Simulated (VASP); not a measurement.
Here is a VASP 6.6.1 calculation.

INCAR

```
SYSTEM = HfO2
PREC = Accurate
ENCUT = 520
EDIFF = 1E-6
ISMEAR = 0
SIGMA = 0.05
LREAL = .FALSE.
LASPH = .TRUE.
NELM = 100
ALGO = Normal
ISIF = 2
LWAVE = .FALSE.
LCHARG = .FALSE.
GGA = CA
NBANDS = 31
```

The input KPOINTS:

```
regular mesh
0
G
  6 6 8
  0 0 0
```

The input POSCAR:

```
HfO2
1.0
    4.9565106101      0.0000000000      0.0000000000
    0.0000000000      4.7888991402      0.0000000000
    0.0000000000      0.0000000000      3.1858186410
Hf O
2 4
Direct
    0.0000000000      0.0000000000      0.0000000000
    0.5000000000      0.5000000000      0.5000000000
    0.1951075730      0.8048924270      0.5000000000
    0.3048924270      0.3048924270      0.0000000000
    0.6951075730      0.6951075730      0.0000000000
    0.8048924270      0.1951075730      0.5000000000
```

Potentials or basis: VASP PAW LDA potentials, release 64 (Hf_pv, O).

Launch:

```console
$ cat potpaw_LDA.64/Hf_pv/POTCAR potpaw_LDA.64/O/POTCAR > POTCAR
$ mpirun -np 1 vasp_std > vasp.out
```

(1) Predict the pressure.

(2) Estimate the band gap on the k mesh.

## Answers

(1) -9.2 GPa.

(2) 3.69 eV.

Caveat: the cell differs from its parent crystal (strain +0.0350 x Voigt [1, 0, 0, 0, 0, 0]); the cell stands under tension; spin-orbit coupling is left out, which moves the levels of the heavy elements.
